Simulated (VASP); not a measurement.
# Bi2Te3 (R3m) in VASP: notebook

The runs below take Bi2Te3 through electric field gradients, with LDA.

Program: VASP 6.6.1. These are calculated values, not measurements. Logs are shortened: lines on timing, memory, paths and dates and some standing lists are left out, and cuts for length are marked.

## Step 1: The cell of the first run

Symmetry: R3m, No. 160, trigonal system. Conventional cell: a = 4.432 Å, b = 4.432 Å, c = 29.939 Å, α = 90.00°, β = 90.00°, γ = 120.00°. Bi (site symmetry 3m) has 3 Te at 3.04 Å and 3 Bi at 3.44 Å within 4.0 Å. Bi (site symmetry 3m) has 9 Te at 3.28 to 4.69 Å and 9 Bi at 3.44 to 4.43 Å within 4.7 Å. Te (site symmetry 3m) has 6 Te at 3.05 to 3.46 Å within 4.0 Å. Te (site symmetry 3m) has 3 Bi at 3.04 Å and 3 Te at 3.46 Å within 4.0 Å. Within 4.0 Å of Te (site symmetry 3m) lie 3 Te at 3.05 Å and 3 Bi at 3.28 Å.

## Step 2: Electric field gradients, LDA (33.95 Å³/atom)

The input, INCAR:

```
SYSTEM = Bi2Te3
  PREC = Accurate
  ENCUT = 520
  EDIFF = 1E-8
  ISMEAR = -1
  SIGMA = 0.08
  LREAL = .False.
  LASPH = .True.
  NELM = 100
  ALGO = Normal
  ISIF = 2
  LWAVE = .False.
  LCHARG = .False.
  LEFG = .True.
  NBANDS = 32
```

The input, KPOINTS:

```
regular mesh
0
Gamma
  8 8 8
  0 0 0
```

The input, POSCAR:

```
Bi2Te3
1.0
    2.2158385213      1.2793149667      9.9797156580
   -2.2158385213      1.2793149667      9.9797156580
    0.0000000000     -2.5586299335      9.9797156580
Bi Te
2 3
Direct
    0.8120000000      0.8120000000      0.8120000000
    0.4020000000      0.4020000000      0.4020000000
    0.6110000000      0.6110000000      0.6110000000
    0.2000000000      0.2000000000      0.2000000000
    0.0000000000      0.0000000000      0.0000000000
```

Potentials or basis: VASP PAW LDA potentials, release 64 (Bi_d, Te).

Launch:

```console
$ cat potpaw_LDA.64/Bi_d/POTCAR potpaw_LDA.64/Te/POTCAR > POTCAR
$ mpirun -np 1 vasp_std > vasp.out
```

OUTCAR:

```text
SYSTEM = Bi2Te3
   PREC = Accurate
   ENCUT = 520
   EDIFF = 1E-8
   ISMEAR = -1
   LREAL = .False.
   LASPH = .True.
   NELM = 100
   ISIF = 2

 ion  position               nearest neighbor table
   1  0.812  0.812  0.812-   4 3.04   4 3.04   4 3.04   2 3.44   2 3.44   2 3.44
   2  0.402  0.402  0.402-   5 3.28   5 3.28   5 3.28   1 3.44   1 3.44   1 3.44
   3  0.611  0.611  0.611-   5 3.05   5 3.05   5 3.05   4 3.46   4 3.46   4 3.46
   4  0.200  0.200  0.200-   1 3.04   1 3.04   1 3.04   3 3.46   3 3.46   3 3.46
   5  0.000  0.000  0.000-   3 3.05   3 3.05   3 3.05   2 3.28   2 3.28   2 3.28

  LATTYP: Found a trigonal (rhomboedric) cell.
 ALAT       =    10.3024905606
 COS(alpha) =     0.9074829532

  Lattice vectors:

 A1 = (   2.2158385213,   1.2793149667,   9.9797156580)
 A2 = (  -2.2158385213,   1.2793149667,   9.9797156580)
 A3 = (   0.0000000000,  -2.5586299335,   9.9797156580)

Analysis of symmetry for initial positions (statically):
=====================================================================
 Subroutine PRICEL returns:
 Original cell was already a primitive cell.

 Routine SETGRP: Setting up the symmetry group for a
 trigonal (rhombohedral) supercell.

 Subroutine GETGRP returns: Found  6 space group operations
 (whereof  6 operations were pure point group operations)
 out of a pool of 12 trial point group operations.

The static configuration has the point symmetry C_3v.

Analysis of symmetry for dynamics (positions and initial velocities):
=====================================================================
 Subroutine PRICEL returns:
 Original cell was already a primitive cell.

 Routine SETGRP: Setting up the symmetry group for a
 trigonal (rhombohedral) supercell.

 Subroutine GETGRP returns: Found  6 space group operations
 (whereof  6 operations were pure point group operations)
 out of a pool of 12 trial point group operations.

The dynamic configuration has the point symmetry C_3v.

 Subroutine INISYM returns: Found  6 space group operations
 (whereof  6 operations are pure point group operations),
 and found     1 'primitive' translations

----------------------------------------------------------------------------------------

                                     Primitive cell

  volume of cell :     169.7403

  direct lattice vectors                    reciprocal lattice vectors
     2.215838521  1.279314967  9.979715658     0.225648212  0.130278056  0.033401085
    -2.215838521  1.279314967  9.979715658    -0.225648212  0.130278056  0.033401085
     0.000000000 -2.558629933  9.979715658     0.000000000 -0.260556112  0.033401085

  length of vectors
    10.302490561 10.302490561 10.302490561     0.262688256  0.262688256  0.262688256

  position of ions in fractional coordinates (direct lattice)
     0.812000000  0.812000000  0.812000000
     0.402000000  0.402000000  0.402000000
     0.611000000  0.611000000  0.611000000
     0.200000000  0.200000000  0.200000000
     0.000000000  0.000000000  0.000000000

  ion indices of the primitive-cell ions
   primitive index   ion index
                 1           1
                 2           2
                 3           3
                 4           4
                 5           5

----------------------------------------------------------------------------------------

 KPOINTS: regular mesh

Automatic generation of k-mesh.
 Grid dimensions read from file:
 generate k-points for:    8    8    8

 Generating k-lattice:

  Cartesian coordinates                     Fractional coordinates (reciprocal lattice)
     0.028206026  0.016284757  0.004175136     0.125000000 -0.000000000 -0.000000000
    -0.028206026  0.016284757  0.004175136    -0.000000000  0.125000000 -0.000000000
     0.000000000 -0.032569514  0.004175136     0.000000000  0.000000000  0.125000000

  Length of vectors
     0.032836032  0.032836032  0.032836032

  Shift w.r.t. Gamma in fractional coordinates (k-lattice)
     0.000000000  0.000000000  0.000000000

 Subroutine IBZKPT returns following result:
 ===========================================

 Found     65 irreducible k-points:

 Following reciprocal coordinates:
            Coordinates               Weight
  0.000000  0.000000  0.000000      1.000000
  0.125000  0.000000 -0.000000      6.000000
  0.250000  0.000000 -0.000000      6.000000
  0.375000  0.000000  0.000000      6.000000
  0.500000  0.000000 -0.000000      3.000000
  0.125000  0.125000 -0.000000      6.000000
[... 16 lines left out ...]
  0.250000  0.125000  0.125000      6.000000
  0.375000  0.125000  0.125000      6.000000
 [... further k-points ...]
   k-points           NKPTS =     65   k-points in BZ     NKDIM =     65   number of bands    NBANDS=     32
   number of dos      NEDOS =    301   number of ions     NIONS =      5
   total plane-waves  NPLWV = 512000
   dimension x,y,z NGX =    80 NGY =   80 NGZ =   80
   dimension x,y,z NGXF=   160 NGYF=  160 NGZF=  160
   ions per type =               2   3
   NGX,Y,Z   is equivalent  to a cutoff of  12.91, 12.91, 12.91 a.u.
   NGXF,Y,Z  is equivalent  to a cutoff of  25.82, 25.82, 25.82 a.u.
 SYSTEM =  Bi2Te3
   PREC   = accura    normal or accurate (medium, high low for compatibility)
   ISTART =      0    job   : 0-new  1-cont  2-samecut
   ICHARG =      2    charge: 1-file 2-atom 10-const
   ISPIN  =      1    spin polarized calculation?
   LNONCOLLINEAR =      F non collinear calculations
   LSORBIT =      F    spin-orbit coupling
   LASPH  =      T    aspherical Exc in radial PAW
   ENCUT  =  520.0 eV  38.22 Ry    6.18 a.u.  19.16 19.16 19.16*2*pi/ulx,y,z
   NELM   =    100;   NELMIN=  2; NELMDL= -5     # of ELM steps
   EDIFF  = 0.1E-07   stopping-criterion for ELM
   LREAL  =      F    real-space projection
   EDIFFG = 0.1E-06   stopping-criterion for IOM
   NSW    =      0    number of steps for IOM
   IBRION =     -1    ionic relax: 0-MD 1-quasi-New 2-CG
   NFREE  =      0    steps in history (QN), initial steepest desc. (CG)
   ISIF   =      2    stress and relaxation
   ISYM   =      2    0-nonsym 1-usesym 2-fastsym
   POTIM  = 0.5000    time-step for ionic-motion
   TEBEG  =    0.0;   TEEND  =   0.0 temperature during run
   PSTRESS=    0.0 pullay stress
   NELECT =      48.0000    total number of electrons
   NUPDOWN=      -1.0000    fix difference up-down
   EMIN   =  10.00;   EMAX   =-10.00  energy-range for DOS
   EFERMI =   0.00;   METHOD = LEGACY
   ISMEAR =    -1;   SIGMA  =   0.08  broadening in eV -4-tet -1-fermi 0-gaus
   EFERMI_NEDOS =   21; number of points for ismear=-14 and -15
   IALGO  =     38    algorithm
   IMIX   =      4    mixing-type and parameters
     AMIX     =   0.40;   BMIX     =  1.00
     AMIX_MAG =   1.60;   BMIX_MAG =  1.00
  volume/ion in A,a.u.               =      33.95       229.09
  Fermi-wavevector in a.u.,A,eV,Ry     =   1.074551  2.030606 15.710092  1.154659
  Thomas-Fermi vector in A             =   2.210382
   LORBIT       =      0    0 simple, 1 ext, 2 COOP (PROOUT), +10 PAW based schemes
   GGA     = CA    functional components
   LHFCALC =     F    Hartree Fock is set to
   AEXX    =    0.0000 exact exchange contribution
   IVDW    =     0    specifies the selected vdW correction
   LEPSILON=     F    determine dielectric tensor
   LRPA    =     F    only Hartree local field effects (RPA)
 non-spin polarized calculation
  energy-cutoff  :      520.00
  volume of cell :      169.74
 maximum number of plane-waves:      4590
 NGX is ok and might be reduce to    80
   NGX = 39   NGY = 39   NGZ = 39

 number of electron      48.0000002 magnetization

 Free energy of the ion-electron system (eV)
  ---------------------------------------------------
  ext. energy  EPLUGINS =         0.00000000
  ---------------------------------------------------
  free energy    TOTEN  =       -20.23786262 eV

  energy without entropy =      -20.20244795  energy(sigma->0) =      -20.22015529

 E-fermi :   6.1337     XC(G=0):  -9.5944

 val. band max:        6.1330811907   @ k =   0.1250   0.1250   0.1250
 cond. band min:       6.1626220822   @ k =  -0.1250   0.1250   0.0000
 fundamental gap:      0.0295408915
 Fermi energy:         6.1337353216

 k-point     1 :       0.0000    0.0000    0.0000
  band No.  band energies     occupation
      1     -16.9256      2.00000
      2     -16.9256      2.00000
      3     -16.8966      2.00000
      4     -16.8966      2.00000
      5     -16.8908      2.00000
      6     -16.3563      2.00000
[... 24 lines left out ...]
     31      10.7564      0.00000
     32      11.0153      0.00000

 k-point     2 :       0.1250    0.0000   -0.0000
  band No.  band energies     occupation
      1     -16.9261      2.00000
      2     -16.9241      2.00000
      3     -16.8972      2.00000
      4     -16.8963      2.00000
      5     -16.8896      2.00000
      6     -16.3580      2.00000
[... 24 lines left out ...]
     31      10.3173      0.00000
     32      10.8578      0.00000

 k-point     3 :       0.2500    0.0000   -0.0000
  band No.  band energies     occupation
      1     -16.9276      2.00000
      2     -16.9209      2.00000
      3     -16.8985      2.00000
      4     -16.8951      2.00000
      5     -16.8868      2.00000
      6     -16.3624      2.00000
[... 24 lines left out ...]
     31       9.7452      0.00000
     32      11.3889      0.00000

 k-point     4 :       0.3750    0.0000    0.0000
  band No.  band energies     occupation
      1     -16.9293      2.00000
      2     -16.9182      2.00000
      3     -16.8998      2.00000
      4     -16.8934      2.00000
      5     -16.8837      2.00000
      6     -16.3670      2.00000
[... 654 lines left out ...]
     31      10.7489      0.00000
     32      11.0719      0.00000

 k-point    23 :       0.2500    0.1250    0.1250
  band No.  band energies     occupation
      1     -16.9261      2.00000
      2     -16.9241      2.00000
      3     -16.8972      2.00000
      4     -16.8963      2.00000
      5     -16.8896      2.00000
      6     -16.3580      2.00000
[... 24 lines left out ...]
     31      10.3218      0.00000
     32      10.9552      0.00000

 k-point    24 :       0.3750    0.1250    0.1250
  band No.  band energies     occupation
      1     -16.9276      2.00000
      2     -16.9209      2.00000
      3     -16.8985      2.00000
      4     -16.8951      2.00000
      5     -16.8868      2.00000
      6     -16.3624      2.00000
[... 24 lines left out ...]
     31       9.8659      0.00000
     32      11.1462      0.00000

 [... further k-points ...]

------------------------ aborting loop because EDIFF is reached ----------------------------------------

  FORCE on cell =-STRESS in cart. coord.  units (eV):
  Direction    XX          YY          ZZ          XY          YZ          ZX
  --------------------------------------------------------------------------------------
  -------------------------------------------------------------------------------------
  Total       -2.0075350     -2.0075350     -3.1881652      0.0000000      0.0000000      0.0000000
  in kB      -18.9491051    -18.9491051    -30.0930626      0.0000000      0.0000000      0.0000000
  external PRESSURE =     -22.6637576 kB  Pullay stress =       0.0000000 kB

 VOLUME and BASIS-vectors are now :
 -----------------------------------------------------------------------------
  energy-cutoff  :      520.00
  volume of cell :      169.74
      direct lattice vectors                 reciprocal lattice vectors
     2.215838521  1.279314967  9.979715658     0.225648212  0.130278056  0.033401085
    -2.215838521  1.279314967  9.979715658    -0.225648212  0.130278056  0.033401085
     0.000000000 -2.558629933  9.979715658     0.000000000 -0.260556112  0.033401085

 POSITION                                       TOTAL-FORCE (eV/Angst)
 -----------------------------------------------------------------------------------
      0.00000     -0.00000     24.31059         0.000000      0.000000     -0.716295
      0.00000     -0.00000     12.03554         0.000000      0.000000     -0.443488
      0.00000     -0.00000     18.29282         0.000000      0.000000     -0.594878
      0.00000     -0.00000      5.98783         0.000000     -0.000000      0.624692
      0.00000      0.00000      0.00000         0.000000     -0.000000      1.129968
 -----------------------------------------------------------------------------------
    total drift:                               -0.000000     -0.000000      0.000702

  FREE ENERGIE OF THE ION-ELECTRON SYSTEM (eV)
  ---------------------------------------------------
  free  energy   TOTEN  =       -20.2378626238 eV

  energy  without entropy=      -20.2024479491  energy(sigma->0) =      -20.22015529

 Electric field gradients (V/A^2)
---------------------------------------------------------------------
 ion       V_xx      V_yy      V_zz      V_xy      V_xz      V_yz
---------------------------------------------------------------------
   1      25.039    25.039   -50.079     0.000    -0.000     0.000
   2       1.154     1.154    -2.308     0.000     0.000     0.000
   3      -3.769    -3.769     7.537    -0.000    -0.000     0.000
   4      -7.326    -7.326    14.652    -0.000    -0.000     0.000
   5     -11.569   -11.569    23.137     0.000    -0.000     0.000
---------------------------------------------------------------------

 Electric field gradients after diagonalization (V/A^2)
 (convention: |V_zz| > |V_xx| > |V_yy|)
----------------------------------------------------------------------
 ion       V_xx      V_yy      V_zz     asymmetry (V_yy - V_xx)/ V_zz
----------------------------------------------------------------------
   1      25.039    25.039   -50.079       0.000
   2       1.154     1.154    -2.308       0.000
   3      -3.769    -3.769     7.537       0.000
   4      -7.326    -7.326    14.652       0.000
   5     -11.569   -11.569    23.137       0.000
----------------------------------------------------------------------

           NMR quadrupolar parameters

 Cq : quadrupolar parameter    Cq=e*Q*V_zz/h
 eta: asymmetry parameters     (V_yy - V_xx)/ V_zz
 Q  : nuclear electric quadrupole moment in mb (millibarn)
----------------------------------------------------------------------
 ion       Cq(MHz)       eta       Q (mb)
----------------------------------------------------------------------
   1      -0.121       0.000       1.000
   2      -0.006       0.000       1.000
   3       0.018       0.000       1.000
   4       0.035       0.000       1.000
   5       0.056       0.000       1.000
----------------------------------------------------------------------
```

Wall time 54 min (1 thread of Intel Xeon 8259CL, shared host); peak memory 0.84 GiB.

What came out:

| Item | Value |
| --- | --- |
| Free energy | -20.2379 eV |
| Pressure | -2.3 GPa |
| Largest force | 1.130 eV/Å |
| Band gap on the k mesh | zero (bands 24 and 25 overlap by 0.18 eV) |
| Largest electric field gradient by atom | Bi -50.1, -2.3; Te +7.5, +14.7, +23.1 V/Å² |

Forces in eV/Å, atoms in the order of the input:
```
Bi   0.000  0.000 -0.716
Bi   0.000  0.000 -0.443
Te   0.000  0.000 -0.595
Te   0.000  0.000  0.625
Te   0.000  0.000  1.130
```

Electric field gradients, principal values (V/Å²):
```
atom    least   middle  greatest (by size)
1 Bi   25.039   25.039             -50.079
2 Bi    1.154    1.154              -2.308
3 Te   -3.769   -3.769               7.537
4 Te   -7.326   -7.326              14.652
5 Te  -11.569  -11.569              23.137
```

Caveat: without QUAD_EFG the Cq values of the log hold for a quadrupole moment of 1 mb, not for the nuclei; spin-orbit coupling is left out, which moves the levels of the heavy elements; forces of over 1 eV/Å act on the atoms, so gaps and moduli don't describe the material at rest.

(Part 1 of 3 ends here.)
